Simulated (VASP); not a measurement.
**Ba2Cd: electric field gradients with LDA**

Ba2Cd:

```xyz
3
Lattice="-2.1441 2.1441 7.7314 2.1441 -2.1441 7.7314 2.1441 2.1441 -7.7314" Properties=species:S:1:pos:R:3 pbc="T T T"
Ba    0.0000    0.0000    9.7495
Ba    0.0000    0.0000    5.7133
Cd    0.0000    0.0000    0.0000
```

```json
{
 "Program": "VASP 6.6.1",
 "Task": "electric field gradients",
 "Functional": "LDA",
 "Potentials or basis": "VASP PAW LDA potentials, release 64 (Ba_sv, Cd)",
 "Cutoff": "520 eV",
 "k mesh": "12 × 12 × 12",
 "Occupations": "fermi-dirac, width 0.03 eV",
 "Spin": "no spin polarisation",
 "Dipole correction": "no",
 "Further INCAR settings": "ALGO = Normal; EDIFF = 1e-08; NBANDS = 23"
}
```

The pressure is -1.9 GPa, the largest force is 0.116 eV/Å and the band gap on the k mesh is zero (bands 16 and 17 overlap by 1.15 eV). The largest electric field gradient by atom is Ba +8.9; Cd +8.4 V/Å².

Forces in eV/Å, atoms in the order of the input:
```
Ba   0.000  0.000 -0.116
Ba   0.000  0.000  0.116
Cd   0.000  0.000  0.000
```

Levels at points of the mesh, in eV from the Fermi level:
| k point | band 14 | band 15 | band 16 | band 17 | band 18 | band 19 |
| --- | --- | --- | --- | --- | --- | --- |
| (0.00, 0.00, 0.00) | -4.55 | -1.34 | -0.39 | 0.58 | 0.80 | 1.21 |
| (0.50, 0.00, 0.00) | -3.28 | -1.39 | -0.07 | 0.62 | 1.14 | 1.17 |
| (0.50, 0.50, 0.00) | -2.90 | -0.81 | -0.70 | -0.49 | 0.91 | 1.04 |
| (0.50, 0.50, 0.50) | -4.31 | -2.14 | 0.33 | 0.37 | 1.11 | 1.29 |

Electric field gradients, principal values (V/Å²):
```
atom   least  middle  greatest (by size)
1 Ba  -4.455  -4.456               8.911
2 Ba  -4.455  -4.456               8.911
3 Cd  -4.187  -4.191               8.378
```

It took 29 min on 1 thread of Intel(R) Xeon(R) Platinum 8259CL CPU @ 2.50GHz (Skylake/Cascade Lake), with other jobs on the host, peak memory 0.79 GiB.

Caveat: without QUAD_EFG the Cq values of the log hold for a quadrupole moment of 1 mb, not for the nuclei; spin-orbit coupling is left out, which moves the levels of the heavy elements.
